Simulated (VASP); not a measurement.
# LiH (P6_3/mmc) in VASP: notebook

Runs on LiH. Level: r2SCAN. Tasks: single point.

All numbers are computed with VASP 6.6.1; they aren't measurements. Logs are shortened: lines on timing, memory, paths and dates and some standing lists are left out, and cuts for length are marked.

## Step 1: The cell of the first run

It takes space group P6_3/mmc (No. 194, hexagonal). Conventional cell: a = 2.782 Å, b = 2.782 Å, c = 4.812 Å, α = 90.00°, β = 90.00°, γ = 120.00°. Within 2.7 Å of Li (site symmetry -3m) lie 6 H at 2.01 Å and 2 Li at 2.41 Å. Within 2.7 Å of H (site symmetry -6m2) lie 6 Li at 2.01 Å.

## Step 2: Single point, r2SCAN (uniaxial z strain -1.2%)

POSCAR

```
LiH
1.0
    2.7815484432      0.0000000000      0.0000000000
   -1.3907742216      2.4088916137      0.0000000000
    0.0000000000      0.0000000000      4.8120486920
Li H
2 2
Direct
    0.0000000000      0.0000000000      0.0000000000
    0.0000000000      0.0000000000      0.5000000000
    0.3333333333      0.6666666667      0.2500000000
    0.6666666667      0.3333333333      0.7500000000
```

INCAR.step1

```
  PREC = Accurate
  ENCUT = 520
  ISMEAR = 0
  SIGMA = 0.01
  LREAL = F
  LASPH = T
  NELM = 80
  NBANDS = 12
  GGA = PE
  ALGO = Normal
  EDIFF = 1E-4
  LWAVE = T
  LCHARG = F
```

INCAR.step2

```
  PREC = Accurate
  ENCUT = 520
  EDIFF = 1E-7
  ISMEAR = 0
  SIGMA = 0.01
  LREAL = F
  LASPH = T
  NELM = 80
  ALGO = Normal
  ISIF = 2
  LWAVE = F
  LCHARG = F
  METAGGA = R2SCAN
  LMIXTAU = T
  NBANDS = 12
  ISTART = 1
```

KPOINTS

```
Automatic mesh
0
Gamma
  12 12 6
```

Potentials or basis: VASP PAW PBE potentials, release 64 (Li_sv, H).

Started as:

```sh
cat potpaw_PBE.64/Li_sv/POTCAR potpaw_PBE.64/H/POTCAR > POTCAR
cp INCAR.step1 INCAR
mpirun -np 1 vasp_std > vasp.out
cp INCAR.step2 INCAR
mpirun -np 1 vasp_std > vasp.out
```

OUTCAR:

```text
PREC = Accurate
   ENCUT = 520
   EDIFF = 1E-7
   ISMEAR = 0
   LREAL = F
   LASPH = T
   NELM = 80
   ISIF = 2
   METAGGA = R2SCAN
   ISTART = 1

 ion  position               nearest neighbor table
   1  0.000  0.000  0.000-   2 2.41   2 2.41
   2  0.000  0.000  0.500-   1 2.41   1 2.41
   3  0.333  0.667  0.250-
   4  0.667  0.333  0.750-

  LATTYP: Found a hexagonal cell.
 ALAT       =     2.7815484432
 C/A-ratio  =     1.7299891734

  Lattice vectors:

 A1 = (   2.7815484432,   0.0000000000,   0.0000000000)
 A2 = (  -1.3907742216,   2.4088916137,   0.0000000000)
 A3 = (   0.0000000000,   0.0000000000,   4.8120486920)

Analysis of symmetry for initial positions (statically):
=====================================================================
 Subroutine PRICEL returns:
 Original cell was already a primitive cell.

 Routine SETGRP: Setting up the symmetry group for a
 hexagonal supercell.

 Subroutine GETGRP returns: Found 24 space group operations
 (whereof 12 operations were pure point group operations)
 out of a pool of 24 trial point group operations.

The static configuration has the point symmetry D_3d.
 The point group associated with its full space group is D_6h.

Analysis of symmetry for dynamics (positions and initial velocities):
=====================================================================
 Subroutine PRICEL returns:
 Original cell was already a primitive cell.

 Routine SETGRP: Setting up the symmetry group for a
 hexagonal supercell.

 Subroutine GETGRP returns: Found 24 space group operations
 (whereof 12 operations were pure point group operations)
 out of a pool of 24 trial point group operations.

The dynamic configuration has the point symmetry D_3d.
 The point group associated with its full space group is D_6h.

 Subroutine INISYM returns: Found 24 space group operations
 (whereof 12 operations are pure point group operations),
 and found     1 'primitive' translations

----------------------------------------------------------------------------------------

                                     Primitive cell

  volume of cell :      32.2429

  direct lattice vectors                    reciprocal lattice vectors
     2.781548443  0.000000000  0.000000000     0.359511984  0.207564341  0.000000000
[... 94 lines left out ...]
   IBRION =     -1    ionic relax: 0-MD 1-quasi-New 2-CG
   NFREE  =      0    steps in history (QN), initial steepest desc. (CG)
   ISIF   =      2    stress and relaxation
   ISYM   =      2    0-nonsym 1-usesym 2-fastsym
   POTIM  = 0.5000    time-step for ionic-motion
   TEBEG  =    0.0;   TEEND  =   0.0 temperature during run
   PSTRESS=    0.0 pullay stress
   NELECT =       8.0000    total number of electrons
   NUPDOWN=      -1.0000    fix difference up-down
   EMIN   =  10.00;   EMAX   =-10.00  energy-range for DOS
   EFERMI =   0.00;   METHOD = LEGACY
   ISMEAR =     0;   SIGMA  =   0.01  broadening in eV -4-tet -1-fermi 0-gaus
   EFERMI_NEDOS =   21; number of points for ismear=-14 and -15
   IALGO  =     38    algorithm
   IMIX   =      4    mixing-type and parameters
     AMIX     =   0.40;   BMIX     =  1.00
     AMIX_MAG =   1.60;   BMIX_MAG =  1.00
  volume/ion in A,a.u.               =       8.06        54.40
  Fermi-wavevector in a.u.,A,eV,Ry     =   1.028711  1.943983 14.398325  1.058247
  Thomas-Fermi vector in A             =   2.162722
   LORBIT       =      0    0 simple, 1 ext, 2 COOP (PROOUT), +10 PAW based schemes
   METAGGA = R2SCAN    functional components
   LHFCALC =     F    Hartree Fock is set to
   AEXX    =    0.0000 exact exchange contribution
   IVDW    =     0    specifies the selected vdW correction
   LEPSILON=     F    determine dielectric tensor
   LRPA    =     F    only Hartree local field effects (RPA)
 non-spin polarized calculation
 Gauss-broadening in eV      SIGMA  =   0.01
  energy-cutoff  :      520.00
  volume of cell :       32.24
 maximum number of plane-waves:       893
 NGX is ok and might be reduce to    24
   NGX = 11   NGY = 11   NGZ = 17

 number of electron       7.9999995 magnetization

 Free energy of the ion-electron system (eV)
  ---------------------------------------------------
  ext. energy  EPLUGINS =         0.00000000
  ---------------------------------------------------
  free energy    TOTEN  =       -13.41751709 eV

  energy without entropy =      -13.41751709  energy(sigma->0) =      -13.41751709

 E-fermi :  -0.1261     XC(G=0):  -8.8117

 val. band max:       -0.2806019565   @ k =   0.5000   0.0000   0.0000
 cond. band min:       4.7436222070   @ k =   0.5000   0.0000   0.5000
 fundamental gap:      5.0242241634
 Fermi energy:        -0.1261031900

 k-point     1 :       0.0000    0.0000    0.0000
  band No.  band energies     occupation
      1     -46.1098      2.00000
      2     -46.0372      2.00000
      3      -5.6080      2.00000
      4      -3.2655      2.00000
      5       5.1855      0.00000
      6      15.4692      0.00000
      7      17.2252      0.00000
      8      17.5017      0.00000
      9      17.5024      0.00000
     10      18.1782      0.00000
     11      20.2524      0.00000
     12      20.2525      0.00000
[... 331 lines left out ...]
 k-point    24 :       0.3333    0.0000    0.1667
  band No.  band energies     occupation
      1     -46.0767      2.00000
      2     -46.0183      2.00000
      3      -3.7330      2.00000
      4      -1.4175      2.00000
      5       6.1488      0.00000
      6       6.9584      0.00000
      7       9.5166      0.00000
      8      13.0904      0.00000
      9      14.3297      0.00000
     10      16.2053      0.00000
     11      17.3667      0.00000
     12      17.4033      0.00000

 [... further k-points ...]
[... 5 lines left out ...]
  --------------------------------------------------------------------------------------
  -------------------------------------------------------------------------------------
  Total       -0.1447240     -0.1447240      0.3158582     -0.0000000     -0.0000000      0.0000000
  in kB       -7.1914616     -7.1914616     15.6952736     -0.0000000     -0.0000000      0.0000000
  external PRESSURE =       0.4374501 kB  Pullay stress =       0.0000000 kB

 VOLUME and BASIS-vectors are now :
 -----------------------------------------------------------------------------
  energy-cutoff  :      520.00
  volume of cell :       32.24
      direct lattice vectors                 reciprocal lattice vectors
     2.781548443  0.000000000  0.000000000     0.359511984  0.207564341  0.000000000
    -1.390774222  2.408891614  0.000000000     0.000000000  0.415128682  0.000000000
     0.000000000  0.000000000  4.812048692     0.000000000  0.000000000  0.207811696

 POSITION                                       TOTAL-FORCE (eV/Angst)
 -----------------------------------------------------------------------------------
      0.00000      0.00000      0.00000        -0.000000     -0.000000     -0.000000
      0.00000      0.00000      2.40602        -0.000000     -0.000000     -0.000000
     -0.00000      1.60593      1.20301        -0.000000      0.000000      0.000000
      1.39077      0.80296      3.60904         0.000000     -0.000000      0.000000
 -----------------------------------------------------------------------------------
    total drift:                               -0.000000      0.000000      0.000000

  FREE ENERGIE OF THE ION-ELECTRON SYSTEM (eV)
  ---------------------------------------------------
  free  energy   TOTEN  =       -13.4175170886 eV

  energy  without entropy=      -13.4175170886  energy(sigma->0) =      -13.41751709
```

OUTCAR.step1:

```text
PREC = Accurate
   ENCUT = 520
   ISMEAR = 0
   LREAL = F
[... 592 lines left out ...]
      0.00000      0.00000      0.00000        -0.000000      0.000000     -0.000000
      0.00000      0.00000      2.40602        -0.000000      0.000000     -0.000000
     -0.00000      1.60593      1.20301        -0.000000     -0.000000      0.000000
      1.39077      0.80296      3.60904         0.000000      0.000000      0.000000
 -----------------------------------------------------------------------------------
    total drift:                               -0.000000      0.000000      0.000000

  FREE ENERGIE OF THE ION-ELECTRON SYSTEM (eV)
  ---------------------------------------------------
  free  energy   TOTEN  =       -12.0392025472 eV

  energy  without entropy=      -12.0392025472  energy(sigma->0) =      -12.03920255
```

It took 2.6 min on 1 thread of Intel Xeon 6975P-C, shared host; peak memory 0.17 GiB.

What came out:

| Item | Value |
| --- | --- |
| Free energy | -13.4175 eV |
| Band gap on the k mesh | 5.02 eV, indirect (least direct gap 5.65 eV) |

Levels at points of the mesh, in eV from the valence-band top:
```tsv
k point	band 1	band 2	band 3	band 4	band 5	band 6	band 7	band 8	band 9
(0.00, 0.00, 0.00)	-45.83	-45.76	-5.33	-2.98	5.47	15.75	17.51	17.78	17.78
(0.50, 0.00, 0.00)	-45.79	-45.73	-2.50	0.00	5.65	6.63	6.91	12.46	13.33
(0.00, 0.00, 0.50)	-45.79	-45.79	-4.38	-4.38	9.63	9.63	17.08	17.08	19.28
(0.50, 0.00, 0.50)	-45.76	-45.76	-1.38	-1.38	5.02	5.02	12.55	12.55	14.12
```

Caveat: the cell differs from its parent crystal (uniaxial z strain -1.2%); the cutoff is under 1.25 times the usual one of these potentials, so pressure, stress and relaxed cells hold a basis-set (Pulay) error; the PAW data sets were made with another functional, which shifts forces and pressure a little. A k mesh can miss the band edges.

## Step 3: Single point, r2SCAN (strain +5.3%)

POSCAR

```
LiH
1.0
    2.9278578914      0.0000000000      0.0000000000
   -1.4639289457      2.5355993126      0.0000000000
    0.0000000000      0.0000000000      5.1292784336
Li H
2 2
Direct
    0.0000000000      0.0000000000      0.0000000000
    0.0000000000      0.0000000000      0.5000000000
    0.3333333333      0.6666666667      0.2500000000
    0.6666666667      0.3333333333      0.7500000000
```

INCAR.step1

```
ALGO = Normal ; EDIFF = 1E-4
ENCUT = 520 ; GGA = PE
ISMEAR = 0 ; LASPH = True
LCHARG = False ; LREAL = False
LWAVE = True ; NBANDS = 12
NELM = 60 ; PREC = Accurate
SIGMA = 0.01
```

INCAR.step2

```
ALGO = Normal ; EDIFF = 1E-6
ENCUT = 520 ; ISIF = 2
ISMEAR = 0 ; ISTART = 1
LASPH = True ; LCHARG = True
LELF = True ; LMIXTAU = True
LREAL = False ; LVHAR = True
LWAVE = False ; METAGGA = R2SCAN
NBANDS = 12 ; NELM = 60
PREC = Accurate ; SIGMA = 0.01
```

KPOINTS

```
k-points
0
Gamma
  12 12 6
```

Potentials or basis: VASP PAW PBE potentials, release 64 (Li_sv, H).

Started as:

```sh
cat potpaw_PBE.64/Li_sv/POTCAR potpaw_PBE.64/H/POTCAR > POTCAR
cp INCAR.step1 INCAR
mpirun -np 1 vasp_std > vasp.out
cp INCAR.step2 INCAR
mpirun -np 1 vasp_std > vasp.out
```

Run time: 1.8 min. Hardware: 1 thread of Intel Xeon 6975P-C, shared host; peak memory 0.17 GiB.

Results (log left out):

```
Free energy            : -13.3370 eV
Band gap on the k mesh : 4.80 eV, indirect (least direct gap 5.39 eV)
```

Levels at points of the mesh, in eV from the valence-band top:
```csv
k point,band 1,band 2,band 3,band 4,band 5,band 6,band 7,band 8,band 9
"(0.00, 0.00, 0.00)",-46.01,-45.97,-4.74,-2.57,4.90,14.33,15.36,16.40,16.40
"(0.50, 0.00, 0.00)",-45.99,-45.95,-2.03,0.00,5.43,6.16,6.52,11.67,12.06
"(0.00, 0.00, 0.50)",-45.99,-45.99,-3.86,-3.86,8.64,8.64,15.41,15.41,17.70
"(0.50, 0.00, 0.50)",-45.97,-45.97,-1.11,-1.11,4.80,4.80,11.39,11.39,13.12
```

Caveat: the cell differs from its parent crystal (strain +5.3%); the cutoff is under 1.25 times the usual one of these potentials, so pressure, stress and relaxed cells hold a basis-set (Pulay) error; the PAW data sets were made with another functional, which shifts forces and pressure a little. A k mesh can miss the band edges.
